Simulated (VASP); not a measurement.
Set up this calculation in VASP 6.6.1, as the native input.

```
Task                   : relaxation of cell and atoms
Functional             : PBE
Potentials or basis    : VASP PAW PBE potentials, release 64 (Ge_d, P)
Cutoff                 : 600 eV
k mesh                 : 8 × 8 × 8
Occupations            : gaussian, width 0.1 eV
Spin                   : no spin polarisation
Dipole correction      : no
Further INCAR settings : ALGO = Normal; EDIFF = 1e-06; IBRION = 2; EDIFFG = -0.01; NSW = 100; ISIF = 3
```

The structure of Ge5P lies in POSCAR:

```
Ge5P
1.0
    0.0000000000      4.5428452083      4.5428452083
    4.5428452083      0.0000000000      4.5428452083
    4.5428452083      4.5428452083      0.0000000000
Ge P
5 1
Direct
    0.1470582301      0.5588253096      0.1470582301
    0.1470582301      0.1470582301      0.1470582301
    0.5588253096      0.1470582301      0.1470582301
    0.1470582301      0.1470582301      0.5588253096
    0.5000000000      0.5000000000      0.5000000000
    0.0000000000      0.0000000000      0.0000000000
```

The cell was built from a structure type or drawn by symmetry, and may not be a known phase.

These files were run (other wordings do the same):

INCAR

```
SYSTEM = Ge5P
PREC = Accurate
ENCUT = 600
EDIFF = 1E-6
ISMEAR = 0
SIGMA = 0.1
LREAL = .FALSE.
LASPH = .TRUE.
NELM = 100
ALGO = Normal
ISIF = 3
LWAVE = .FALSE.
LCHARG = .FALSE.
GGA = PE
IBRION = 2
NSW = 100
EDIFFG = -0.01
```

KPOINTS

```
regular mesh
0
G
  8 8 8
  0 0 0
```

Potentials or basis: VASP PAW PBE potentials, release 64 (Ge_d, P).

Run with:

```bash
$ cat potpaw_PBE.64/Ge_d/POTCAR potpaw_PBE.64/P/POTCAR > POTCAR
$ mpirun -np 1 vasp_std > vasp.out
```

Results of the run:

| Property | Result |
| --- | --- |
| Relaxed volume | 31.54 Å³/atom |
| Relaxed cell | a = 6.444 Å, b = 6.444 Å, c = 6.444 Å, α = 60.00°, β = 60.00°, γ = 60.00° |
| Space group after relaxing (to 0.1 Å) | F-43m (No. 216) |
| Energy gained by relaxing | 0.3 meV/atom |
| Ionic steps | 5 |
| Pressure after relaxing | 0.0 GPa |
| Largest force after relaxing | 0.009 eV/Å |
| Band gap on the k mesh | zero (an odd number of electrons rules out a gap without spin polarisation) |

It took 20 min on 1 thread of Oxide Virtual Turin-like Processor (shared host), peak memory 0.53 GiB.
